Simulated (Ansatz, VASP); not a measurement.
# One calculation of Ti2BN, two programs

File INCAR:

```
  PREC = Accurate
  ENCUT = 520
  EDIFF = 1E-7
  ISMEAR = -1
  SIGMA = 0.05
  LREAL = False
  LASPH = True
  NELM = 80
  ALGO = Normal
  ISIF = 2
  LWAVE = False
  LCHARG = True
  GGA = PE
  LELF = True
  LVHAR = True
  NBANDS = 24
```

Contents of KPOINTS:

```
regular mesh
0
Gamma
  10 10 5
```

File POSCAR:

```
Ti2BN
1.0
    3.0094511600      0.0000000000      0.0000000000
   -1.5047255800      2.6062611600      0.0000000000
    0.0000000000      0.0000000000      5.8263444500
Ti B N
2 1 1
Direct
    0.0000000000      0.0000000000      0.2565625700
    0.0000000000      0.0000000000      0.7434374300
    0.0000000000      0.0000000000      0.5000000000
    0.0000000000      0.0000000000      0.0000000000
```

Contents of input.yaml:

```yaml
crystal:
  lattice:
    - [3.00945116, 0.0, 0.0]
    - [-1.50472558, 2.60626116, 0.0]
    - [0.0, 0.0, 5.82634445]
  atoms:
    - { symbol: Ti, position: [0.0, 0.0, 0.25656257] }
    - { symbol: Ti, position: [0.0, 0.0, 0.74343743] }
    - { symbol: B, position: [0.0, 0.0, 0.5] }
    - { symbol: "N", position: [0.0, 0.0, 0.0] }
kpoints:
  mp_grid: { grid: [10, 10, 5] }
scf:
  occupations: { method: fermi_dirac, width: 0.05 }
hamiltonian:
  xc: pbe
  pseudopotentials: { kind: all_electron, lapw: { basis_error: 0.001 } }
output:
  forces: true
  stress: true
  eigenvalues: true
  populations: true
```

Alike in both runs: task single point; functional PBE; k mesh 10 × 10 × 5; occupations fermi-dirac, width 0.05 eV; no spin polarisation.

```csv
,VASP,Ansatz
version,VASP 6.6.1,Ansatz 0.2.0
potentials or method,"VASP PAW PBE potentials, release 64 (Ti_sv, B, N), cutoff 520 eV","all-electron LAPW, scalar-relativistic"
```

VASP gave:

```
gap on the k mesh at the Fermi level (eV) : none
rms of the force components (eV/Å)        : 1.790
```

**Question.** Estimate Ansatz's values.

**Answer.** gap on the k mesh at the Fermi level (eV): none; rms of the force components (eV/Å): 2.218.

Atom by atom the forces differ by 0.428 eV/Å (rms over components). A gap of «none» marks a metal or a gap that the smearing closes. Ansatz ran all-electron here, and VASP with PAW potentials.
